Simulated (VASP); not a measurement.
A run of VASP 6.6.1:

Contents of INCAR:

```
SYSTEM = CrSBr
ALGO = Normal ; EDIFF = 1E-6
ENCUT = 700 ; GGA = PS
GGA_COMPAT = .False. ; ISIF = 2
ISMEAR = 0 ; ISPIN = 2
LASPH = .True. ; LCHARG = .False.
LDAU = .True. ; LDAUJ = 0 0 0
LDAUL = -1 2 -1 ; LDAUPRINT = 1
LDAUTYPE = 2 ; LDAUU = 0 7 0
LMAXMIX = 4 ; LORBIT = 11
LREAL = .False. ; LWAVE = .False.
MAGMOM = 0 0 3 3 0 0 ; NBANDS = 40
NELM = 200 ; PREC = Accurate
SIGMA = 0.05
```

The input KPOINTS:

```
k-points
0
Gamma
  5 4 3
  0 0 0
```

File POSCAR:

```
CrSBr
1.0
    3.5404559300      0.0000000000      0.0000000000
    0.0000000000      4.7554715600      0.0000000000
    0.0000000000      0.0000000000      8.3940418400
Br Cr S
2 2 2
Direct
    0.0000000000      0.0000000000      0.6659578600
    0.5000000000      0.5000000000      0.3340421400
    0.5000000000      0.0000000000      0.8787434000
    0.0000000000      0.5000000000      0.1212566000
    0.5000000000      0.5000000000      0.9295014300
    0.0000000000      0.0000000000      0.0704985700
```

Potentials or basis: VASP PAW PBE potentials, release 64 (Br, Cr_sv, S).

Command:

```console
$ cat potpaw_PBE.64/Br/POTCAR potpaw_PBE.64/Cr_sv/POTCAR potpaw_PBE.64/S/POTCAR > POTCAR
$ mpirun -np 1 vasp_std > vasp.out
```

Hardware: 1 thread of Intel(R) Xeon(R) Platinum 8488C (Sapphire Rapids), on a shared host.

Problem. Estimate the wall time of this run.

Solution. Run time: 11 min on 1 thread of Intel(R) Xeon(R) Platinum 8488C (Sapphire Rapids) (shared host), peak memory 0.52 GiB. Counts: scf iterations 18, k points 18.
